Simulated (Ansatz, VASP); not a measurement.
## One calculation of Au, two programs

```
Au
1.0
     2.86519    0.00000    0.00000
    -1.43260    2.48133    0.00000
     0.00000    0.00000    4.79058
Au
2
Direct
  0.33333 0.66667 0.75000
  0.66667 0.33333 0.25000
```

Alike in both runs: functional PBEsol; k mesh 18 × 18 × 10; occupations gaussian, width 0.1 eV; no spin polarisation.

Ansatz relaxed the structure, and its values are those at the end. VASP's run is a single point on that final structure, the one shown.

|  | VASP | Ansatz |
| --- | --- | --- |
| version | VASP 6.6.1 | Ansatz 0.2.0 |
| potentials or method | VASP PAW PBE potentials, release 64 (Au), cutoff 520 eV | scalar-relativistic, plane waves, PAW |
| valence electrons in the cell | 22 | 38 |

Ansatz gave:

- gap on the k mesh at the Fermi level (eV): none
- pressure (GPa): 0.0

**Question.** Which values does VASP return?

**Answer.** gap on the k mesh at the Fermi level (eV): none; pressure (GPa): -0.2.

VASP's potentials were made for PBE, not for PBEsol. A gap of «none» marks a metal or a gap that the smearing closes. With one functional, cell and mesh, what is left measures potentials, basis and numerics. VASP's potentials hold 22 valence electrons a cell and Ansatz's 38, so a difference there can come from the potentials and not from the codes.

Neither program's run includes spin-orbit coupling.
